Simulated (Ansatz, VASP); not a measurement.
**ZnO in VASP and in Ansatz**

Contents of INCAR:

```
SYSTEM = ZnO
PREC = Accurate ; ENCUT = 520
EDIFF = 1E-6 ; ISMEAR = -1
SIGMA = 0.02 ; LREAL = .False.
LASPH = .True. ; NELM = 60
ALGO = Normal ; ISIF = 2
LWAVE = .False. ; LCHARG = .True.
GGA = PE ; LELF = .True.
LVHAR = .True. ; NBANDS = 26
```

The input KPOINTS:

```
regular mesh
0
Gamma
  11 11 6
  0 0 0
```

POSCAR

```
ZnO
1.0
    3.1519167622      0.0000000000      0.0000000000
   -1.5759583810      2.7296399866      0.0000000000
    0.0000000000      0.0000000000      5.2038000000
Zn O
2 2
Direct
    0.3333333333      0.6666666667      0.0000000000
    0.6666666667      0.3333333333      0.5000000000
    0.3333333333      0.6666666667      0.3821000000
    0.6666666667      0.3333333333      0.8821000000
```

Input for Ansatz:

```yaml
crystal:
  lattice:
    - [3.1519167622, 0.0, 0.0]
    - [-1.575958381, 2.7296399866, 0.0]
    - [0.0, 0.0, 5.2038]
  atoms:
    - { symbol: Zn, position: [0.3333333333, 0.6666666667, 0.0] }
    - { symbol: Zn, position: [0.6666666667, 0.3333333333, 0.5] }
    - { symbol: O, position: [0.3333333333, 0.6666666667, 0.3821] }
    - { symbol: O, position: [0.6666666667, 0.3333333333, 0.8821] }
kpoints:
  mp_grid: { grid: [11, 11, 6] }
  band_path:
    path:
      - [0.0, 0.0, 0.0]
      - [0.5, 0.0, 0.0]
      - [0.3333333333, 0.3333333333, 0.0]
      - [0.0, 0.0, 0.0]
      - [0.0, 0.0, 0.5]
      - [0.5, 0.0, 0.5]
      - [0.3333333333, 0.3333333333, 0.5]
      - [0.0, 0.0, 0.5]
      - [0.5, 0.0, 0.5]
    npoints: 5
scf:
  occupations: { method: fermi_dirac, width: 0.02 }
hamiltonian:
  xc: pbe
  pseudopotentials: { kind: all_electron, lapw: { basis_error: 0.0005 } }
output:
  forces: true
  stress: true
  eigenvalues: true
```

Change from the starting cell: equal xx and yy strain of -3 %.

Alike in both runs: task single point; functional PBE; k mesh 11 × 11 × 6; occupations fermi-dirac, width 0.02 eV; no spin polarisation.

```csv
,VASP,Ansatz
version,VASP 6.6.1,Ansatz 0.2.0
potentials or method,"VASP PAW PBE potentials, release 64 (Zn, O), cutoff 520 eV","all-electron LAPW, scalar-relativistic"
```

VASP gave:

- gap on the k mesh at the Fermi level (eV): 0.83
- pressure (GPa): 17.2
- traceless stress, the component that is largest in VASP (GPa): -5.75
- rms of the force components (eV/Å): 0.231

**Question.** Which values does Ansatz return?

**Answer.** gap on the k mesh at the Fermi level (eV): 0.86; pressure (GPa): 15.6; traceless stress, the component that is largest in VASP (GPa): -5.49; rms of the force components (eV/Å): 0.217.

Atom by atom the forces differ by 0.014 eV/Å (rms over components). Ansatz ran all-electron here, and VASP with PAW potentials.
